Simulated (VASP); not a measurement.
# Hf (I4/mmm) in VASP: further runs

The runs below take Hf through single point, with LDA.

Everything below comes from runs of VASP 6.6.1. Logs are shortened: lines on timing, memory, paths and dates and some standing lists are left out, and cuts for length are marked.

## (1) The cell of the first run

The structure is tetragonal, space group I4/mmm (No. 139). The conventional cell has a = 3.140 Å, b = 3.140 Å, c = 3.996 Å, α = 90.00°, β = 90.00°, γ = 90.00°. Hf (site symmetry 4/mmm) has 14 Hf at 2.99 to 4.00 Å within 4.0 Å.

## (2) Single point, LDA (strain -0.1000 x Voigt [1, 0, 0, 0, 0, 0])

Input file INCAR:

```
PREC     = Accurate       # precision mode
ENCUT    = 520            # plane-wave cutoff, eV
EDIFF    = 1E-6           # SCF threshold, eV
ISMEAR   = 0              # smearing method
SIGMA    = 0.15           # smearing width, eV
LREAL    = F              # projectors in reciprocal space
LASPH    = T              # aspherical terms in the spheres
NELM     = 60             # most SCF steps
ALGO     = Fast           # electronic algorithm
ISIF     = 2              # what is computed and relaxed
LWAVE    = F              # write WAVECAR
LCHARG   = F              # write CHGCAR
NBANDS   = 11             # bands
```

Input file KPOINTS:

```
Automatic mesh
0
Gamma
  18 18 18
```

Input file POSCAR:

```
Hf
1.0
    0.0000000000      2.2200000000      2.2200000000
    1.9980000000      0.0000000000      2.2200000000
    1.9980000000      2.2200000000      0.0000000000
Hf
1
Direct
    0.0000000000      0.0000000000      0.0000000000
```

Potentials or basis: VASP PAW LDA potentials, release 64 (Hf_pv).

The run is started by

```sh
cat potpaw_LDA.64/Hf_pv/POTCAR > POTCAR
mpirun -np 1 vasp_std > vasp.out
```

OUTCAR:

```text
PREC = Accurate
   ENCUT = 520
   EDIFF = 1E-6
   ISMEAR = 0
   LREAL = F
   LASPH = T
   NELM = 60
   ISIF = 2

 ion  position               nearest neighbor table
   1  0.000  0.000  0.000-

  LATTYP: Found a body centered tetragonal cell.
 ALAT       =     3.1395541085
 C/A-ratio  =     1.2727922061

  Lattice vectors:

 A1 = (  -1.9980000000,   0.0000000000,  -2.2200000000)
 A2 = (  -1.9980000000,   0.0000000000,   2.2200000000)
 A3 = (   1.9980000000,   2.2200000000,   0.0000000000)

Analysis of symmetry for initial positions (statically):
=====================================================================
 Subroutine PRICEL returns:
 Original cell was already a primitive cell.

 Routine SETGRP: Setting up the symmetry group for a
 body centered tetragonal supercell.

 Subroutine GETGRP returns: Found 16 space group operations
 (whereof 16 operations were pure point group operations)
 out of a pool of 16 trial point group operations.

The static configuration has the point symmetry D_4h.

Analysis of symmetry for dynamics (positions and initial velocities):
=====================================================================
 Subroutine PRICEL returns:
 Original cell was already a primitive cell.

 Routine SETGRP: Setting up the symmetry group for a
 body centered tetragonal supercell.

 Subroutine GETGRP returns: Found 16 space group operations
 (whereof 16 operations were pure point group operations)
 out of a pool of 16 trial point group operations.

The dynamic configuration has the point symmetry D_4h.

 Subroutine INISYM returns: Found 16 space group operations
 (whereof 16 operations are pure point group operations),
 and found     1 'primitive' translations

----------------------------------------------------------------------------------------

                                     Primitive cell

  volume of cell :      19.6939

  direct lattice vectors                    reciprocal lattice vectors
     0.000000000  2.220000000  2.220000000    -0.250250250  0.225225225  0.225225225
     1.998000000  0.000000000  2.220000000     0.250250250 -0.225225225  0.225225225
     1.998000000  2.220000000  0.000000000     0.250250250  0.225225225 -0.225225225

  length of vectors
     3.139554108  2.986704538  2.986704538     0.405065417  0.405065417  0.405065417

  position of ions in fractional coordinates (direct lattice)
     0.000000000  0.000000000  0.000000000

  ion indices of the primitive-cell ions
   primitive index   ion index
                 1           1

----------------------------------------------------------------------------------------

 KPOINTS: Automatic mesh

Automatic generation of k-mesh.
 Grid dimensions read from file:
 generate k-points for:   18   18   18

 Generating k-lattice:

  Cartesian coordinates                     Fractional coordinates (reciprocal lattice)
    -0.013902792  0.012512513  0.012512513     0.055555556  0.000000000  0.000000000
     0.013902792 -0.012512513  0.012512513     0.000000000  0.055555556  0.000000000
     0.013902792  0.012512513 -0.012512513     0.000000000  0.000000000  0.055555556

  Length of vectors
     0.022503634  0.022503634  0.022503634

  Shift w.r.t. Gamma in fractional coordinates (k-lattice)
     0.000000000  0.000000000  0.000000000

 Subroutine IBZKPT returns following result:
 ===========================================

 Found    480 irreducible k-points:

 Following reciprocal coordinates:
            Coordinates               Weight
  0.000000  0.000000  0.000000      1.000000
  0.055556  0.000000  0.000000      8.000000
  0.111111  0.000000  0.000000      8.000000
  0.166667 -0.000000 -0.000000      8.000000
  0.222222 -0.000000 -0.000000      8.000000
  0.277778 -0.000000 -0.000000      8.000000
[... 16 lines left out ...]
 -0.277778  0.055556 -0.000000     16.000000
 -0.222222  0.055556  0.000000     16.000000
 [... further k-points ...]
   k-points           NKPTS =    480   k-points in BZ     NKDIM =    480   number of bands    NBANDS=     11
   number of dos      NEDOS =    301   number of ions     NIONS =      1
   total plane-waves  NPLWV =  13824
   dimension x,y,z NGX =    24 NGY =   24 NGZ =   24
   dimension x,y,z NGXF=    48 NGYF=   48 NGZF=   48
   ions per type =               1
   NGX,Y,Z   is equivalent  to a cutoff of  12.71, 13.36, 13.36 a.u.
   NGXF,Y,Z  is equivalent  to a cutoff of  25.42, 26.72, 26.72 a.u.
 SYSTEM =  unknown system
   PREC   = accura    normal or accurate (medium, high low for compatibility)
   ISTART =      0    job   : 0-new  1-cont  2-samecut
   ICHARG =      2    charge: 1-file 2-atom 10-const
   ISPIN  =      1    spin polarized calculation?
   LNONCOLLINEAR =      F non collinear calculations
   LSORBIT =      F    spin-orbit coupling
   LASPH  =      T    aspherical Exc in radial PAW
   ENCUT  =  520.0 eV  38.22 Ry    6.18 a.u.   5.84  5.55  5.55*2*pi/ulx,y,z
   NELM   =     60;   NELMIN=  2; NELMDL= -5     # of ELM steps
   EDIFF  = 0.1E-05   stopping-criterion for ELM
   LREAL  =      F    real-space projection
   EDIFFG = 0.1E-04   stopping-criterion for IOM
   NSW    =      0    number of steps for IOM
   IBRION =     -1    ionic relax: 0-MD 1-quasi-New 2-CG
   NFREE  =      0    steps in history (QN), initial steepest desc. (CG)
   ISIF   =      2    stress and relaxation
   ISYM   =      2    0-nonsym 1-usesym 2-fastsym
   POTIM  = 0.5000    time-step for ionic-motion
   TEBEG  =    0.0;   TEEND  =   0.0 temperature during run
   PSTRESS=    0.0 pullay stress
   NELECT =      10.0000    total number of electrons
   NUPDOWN=      -1.0000    fix difference up-down
   EMIN   =  10.00;   EMAX   =-10.00  energy-range for DOS
   EFERMI =   0.00;   METHOD = LEGACY
   ISMEAR =     0;   SIGMA  =   0.15  broadening in eV -4-tet -1-fermi 0-gaus
   EFERMI_NEDOS =   21; number of points for ismear=-14 and -15
   IALGO  =     68    algorithm
   IMIX   =      4    mixing-type and parameters
     AMIX     =   0.40;   BMIX     =  1.00
     AMIX_MAG =   1.60;   BMIX_MAG =  1.00
  volume/ion in A,a.u.               =      19.69       132.90
  Fermi-wavevector in a.u.,A,eV,Ry     =   1.306064  2.468102 23.208850  1.705802
  Thomas-Fermi vector in A             =   2.436891
   LORBIT       =      0    0 simple, 1 ext, 2 COOP (PROOUT), +10 PAW based schemes
   GGA     = CA    functional components
   LHFCALC =     F    Hartree Fock is set to
   AEXX    =    0.0000 exact exchange contribution
   IVDW    =     0    specifies the selected vdW correction
   LEPSILON=     F    determine dielectric tensor
   LRPA    =     F    only Hartree local field effects (RPA)
 non-spin polarized calculation
 RMM-DIIS sequential band-by-band and
 Gauss-broadening in eV      SIGMA  =   0.15
  energy-cutoff  :      520.00
  volume of cell :       19.69
 maximum number of plane-waves:       547
   NGX = 11   NGY = 11   NGZ = 11

 number of electron      10.0000000 magnetization

 number of electron       9.9999999 magnetization

 Free energy of the ion-electron system (eV)
  ---------------------------------------------------
  ext. energy  EPLUGINS =         0.00000000
  ---------------------------------------------------
  free energy    TOTEN  =       -10.59861425 eV

  energy without entropy =      -10.58230385  energy(sigma->0) =      -10.59045905

 E-fermi :   5.5288     XC(G=0): -12.0634

 val. band max:        5.5267922891   @ k =  -0.1667   0.1111   0.0556
 cond. band min:       5.5298105119   @ k =   0.3333  -0.3333   0.1111
 fundamental gap:      0.0030182228
 Fermi energy:         5.5287575460

 k-point     1 :       0.0000    0.0000    0.0000
  band No.  band energies     occupation
      1     -23.8487      2.00000
      2     -23.8487      2.00000
      3     -23.8391      2.00000
      4      -1.9992      2.00000
      5       6.5936      0.00000
      6       6.5936      0.00000
      7       7.8465      0.00000
      8       9.1169      0.00000
      9      10.9003      0.00000
     10      17.5727      0.00000
     11      18.0924      0.00000

 k-point     2 :       0.0556    0.0000    0.0000
  band No.  band energies     occupation
      1     -23.8875      2.00000
      2     -23.8565      2.00000
      3     -23.8449      2.00000
      4      -1.8709      2.00000
      5       6.5507      0.00000
      6       6.6492      0.00000
      7       7.8159      0.00000
      8       9.0771      0.00000
      9      10.8057      0.00000
     10      17.8572      0.00000
     11      18.0922      0.00000

 k-point     3 :       0.1111    0.0000    0.0000
  band No.  band energies     occupation
      1     -24.0068      2.00000
      2     -23.8790      2.00000
      3     -23.8520      2.00000
      4      -1.4998      2.00000
      5       6.3766      0.00000
      6       6.7754      0.00000
      7       7.8115      0.00000
      8       9.0205      0.00000
      9      10.5756      0.00000
     10      18.0917      0.00000
     11      18.5868      0.00000

 k-point     4 :       0.1667   -0.0000   -0.0000
  band No.  band energies     occupation
      1     -24.1860      2.00000
      2     -23.9131      2.00000
      3     -23.8623      2.00000
      4      -0.9285      2.00000
      5       6.0656      0.00000
      6       6.8494      0.00000
      7       7.9144      0.00000
      8       9.1205      0.00000
      9      10.3417      0.00000
     10      18.0899      0.00000
     11      18.9949      0.00000

 k-point     5 :       0.2222   -0.0000   -0.0000
  band No.  band energies     occupation
      1     -24.3993      2.00000
      2     -23.9546      2.00000
      3     -23.8748      2.00000
      4      -0.2331      2.00000
      5       5.7487      0.03814
      6       6.7577      0.00000
      7       8.0255      0.00000
      8       9.5385      0.00000
      9      10.2741      0.00000
     10      18.0747      0.00000
     11      18.3160      0.00000
[... 211 lines left out ...]
 k-point    21 :      -0.3889    0.0556    0.0000
  band No.  band energies     occupation
      1     -25.0160      2.00000
      2     -24.1053      2.00000
      3     -23.9201      2.00000
      4       1.5523      2.00000
      5       5.9522      0.00007
      6       6.2158      0.00000
      7       7.6623      0.00000
      8      11.4813      0.00000
      9      12.8065      0.00000
     10      16.5450      0.00000
     11      18.5993      0.00000

 k-point    22 :      -0.3333    0.0556    0.0000
  band No.  band energies     occupation
      1     -24.8821      2.00000
      2     -24.0780      2.00000
      3     -23.9071      2.00000
      4       1.2990      2.00000
      5       5.7254      0.06371
      6       6.1612      0.00000
      7       7.8556      0.00000
      8      10.8207      0.00000
      9      12.0053      0.00000
     10      16.8268      0.00000
     11      18.0947      0.00000

 k-point    23 :      -0.2778    0.0556   -0.0000
  band No.  band energies     occupation
      1     -24.7017      2.00000
      2     -24.0400      2.00000
      3     -23.8924      2.00000
      4       0.8123      2.00000
      5       5.4896      1.28819
      6       6.4134      0.00000
      7       8.0421      0.00000
      8      10.1787      0.00000
      9      11.1484      0.00000
     10      17.3416      0.00000
     11      18.0985      0.00000

 k-point    24 :      -0.2222    0.0556    0.0000
  band No.  band energies     occupation
      1     -24.4937      2.00000
      2     -23.9956      2.00000
      3     -23.8775      2.00000
      4       0.1402      2.00000
      5       5.5660      0.72523
      6       6.6762      0.00000
      7       8.0942      0.00000
      8       9.6853      0.00000
      9      10.4873      0.00000
     10      18.0111      0.00000
     11      18.1500      0.00000

 [... further k-points ...]

------------------------ aborting loop because EDIFF is reached ----------------------------------------

  FORCE on cell =-STRESS in cart. coord.  units (eV):
  Direction    XX          YY          ZZ          XY          YZ          ZX
  --------------------------------------------------------------------------------------
  -------------------------------------------------------------------------------------
  Total        1.1209185      0.6011372      0.6011372     -0.0000000      0.0000000     -0.0000000
  in kB       91.1912563     48.9049467     48.9049467     -0.0000000      0.0000000     -0.0000000
  external PRESSURE =      63.0003832 kB  Pullay stress =       0.0000000 kB

 VOLUME and BASIS-vectors are now :
 -----------------------------------------------------------------------------
  energy-cutoff  :      520.00
  volume of cell :       19.69
      direct lattice vectors                 reciprocal lattice vectors
     0.000000000  2.220000000  2.220000000    -0.250250250  0.225225225  0.225225225
     1.998000000  0.000000000  2.220000000     0.250250250 -0.225225225  0.225225225
     1.998000000  2.220000000  0.000000000     0.250250250  0.225225225 -0.225225225

 POSITION                                       TOTAL-FORCE (eV/Angst)
 -----------------------------------------------------------------------------------
      0.00000      0.00000      0.00000         0.000000     -0.000000      0.000000
 -----------------------------------------------------------------------------------
    total drift:                               -0.000000      0.000000      0.000000

  FREE ENERGIE OF THE ION-ELECTRON SYSTEM (eV)
  ---------------------------------------------------
  free  energy   TOTEN  =       -10.5986142469 eV

  energy  without entropy=      -10.5823038482  energy(sigma->0) =      -10.59045905
```

It took 30 s on 1 thread of Intel Xeon 6975P-C (Granite Rapids), shared host; peak memory 0.21 GiB.

What came out:

```yaml
Free_energy: -10.5986 eV
Pressure: 6.3 GPa
Band_gap_on_the_k_mesh: zero (bands 5 and 6 overlap by 2.09 eV)
```

Stress tensor (GPa, compression positive):
```
9.12 0.00 0.00
0.00 4.89 0.00
0.00 0.00 4.89
```

Caveat: the cell differs from its parent crystal (strain -0.1000 x Voigt [1, 0, 0, 0, 0, 0]); the cell stands under pressure; spin-orbit coupling is left out, which moves the levels of the heavy elements.

## (3) Single point, LDA (strain -0.0750 x Voigt [1, 0, 0, 0, 0, 0])

Input file INCAR:

```
PREC = Accurate ; ENCUT = 520
EDIFF = 1E-6 ; ISMEAR = 0
SIGMA = 0.15 ; LREAL = False
LASPH = True ; NELM = 100
ALGO = Normal ; ISIF = 2
LWAVE = False ; LCHARG = True
GGA = CA ; LELF = True
LVHAR = True ; NBANDS = 11
```

Input file KPOINTS:

```
regular mesh
0
Gamma
  18 18 18
```

Input file POSCAR:

```
Hf
1.0
    0.0000000000      2.2200000000      2.2200000000
    2.0535000000      0.0000000000      2.2200000000
    2.0535000000      2.2200000000      0.0000000000
Hf
1
Direct
    0.0000000000      0.0000000000      0.0000000000
```

Potentials or basis: VASP PAW LDA potentials, release 64 (Hf_pv).

The run is started by

```sh
cat potpaw_LDA.64/Hf_pv/POTCAR > POTCAR
mpirun -np 1 vasp_std > vasp.out
```

Wall time 24 s (1 thread of Intel Xeon 6975P-C (Granite Rapids), shared host); peak memory 0.21 GiB.

The run converged. Its results:

```
Free energy            : -10.6231 eV
Pressure               : 2.8 GPa
Band gap on the k mesh : zero (bands 5 and 6 overlap by 1.97 eV)
```

Stress tensor (GPa, compression positive):
```
5.17 0.00 0.00
0.00 1.65 0.00
0.00 0.00 1.65
```

Levels at points of the mesh, in eV from the Fermi level:
```tsv
k point	band 1	band 2	band 3	band 4	band 5	band 6	band 7	band 8	band 9	band 10
(0.00, 0.00, 0.00)	-29.49	-29.49	-29.49	-7.46	1.11	1.11	2.03	3.75	5.09	11.85
(0.50, 0.00, 0.00)	-30.65	-29.71	-29.58	-3.92	0.56	1.14	1.70	6.55	7.30	10.72
(0.50, 0.50, 0.00)	-30.58	-29.93	-29.78	-3.74	-2.40	2.82	6.78	7.12	8.14	10.72
(0.00, 0.50, 0.50)	-30.56	-30.00	-30.00	-3.61	-2.69	4.20	6.90	7.67	7.67	10.19
```

Caveat: the cell differs from its parent crystal (strain -0.0750 x Voigt [1, 0, 0, 0, 0, 0]); spin-orbit coupling is left out, which moves the levels of the heavy elements.

[end of part 1 of 2]
